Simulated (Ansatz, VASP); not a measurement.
## CoO: VASP beside Ansatz

```
Co O
1.0
     0.00000    2.28644    2.28644
     2.28644    0.00000    2.28644
     2.28644    2.28644    0.00000
Co O
1 1
Direct
  0.00000 0.00000 0.00000
  0.25000 0.25000 0.25000
```

Change from the starting cell: volume scaled by 1.05.

Alike in both runs: task single point; functional PBE; k mesh 13 × 13 × 13; occupations fermi-dirac, width 0.05 eV; collinear spin.

```csv
,VASP,Ansatz
version,VASP 6.6.1,Ansatz 0.2.0
potentials or method,"VASP PAW PBE potentials, release 64 (Co, O), cutoff 520 eV","all-electron LAPW, scalar-relativistic"
```

Ansatz gave:

```
pressure (GPa)                                                : -5.3
net moment per atom (μB)                                      : 1.44
size of the moment on the site where the two differ most (μB) : 2.46
```

What did VASP give for the same quantities?

Pressure (GPa): -5.5; net moment per atom (μB): 1.44; size of the moment on the site where the two differ most (μB): 2.47.

Site moments also hang on the region over which each program counts them. Ansatz ran all-electron here, and VASP with PAW potentials.
